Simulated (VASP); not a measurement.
Here is a VASP 6.6.1 calculation.

INCAR

```
ALGO = Fast
EDIFF = 1E-6
ENCUT = 520
GGA = CA
ISIF = 2
ISMEAR = 0
LASPH = T
LCHARG = F
LREAL = F
LWAVE = F
NBANDS = 16
NELM = 80
PREC = Accurate
SIGMA = 0.1
```

Contents of KPOINTS:

```
k-points
0
Gamma
  12 12 12
```

Contents of POSCAR:

```
Al2Au
1.0
    0.0000000000      2.9777949441      2.9777949441
    2.9777949441      0.0000000000      2.9777949441
    2.9777949441      2.9777949441      0.0000000000
Al Au
2 1
Direct
    0.2500000000      0.2500000000      0.2500000000
    0.7500000000      0.7500000000      0.7500000000
    0.0000000000      0.0000000000      0.0000000000
```

Potentials or basis: VASP PAW LDA potentials, release 64 (Al, Au).

The run is started by

```sh
$ cat potpaw_LDA.64/Al/POTCAR potpaw_LDA.64/Au/POTCAR > POTCAR
$ mpirun -np 1 vasp_std > vasp.out
```

Predict the pressure.

0.3 GPa.

Predict the band gap on the k mesh.

zero (an odd number of electrons rules out a gap without spin polarisation).

Caveat: spin-orbit coupling is left out, which moves the levels of the heavy elements.
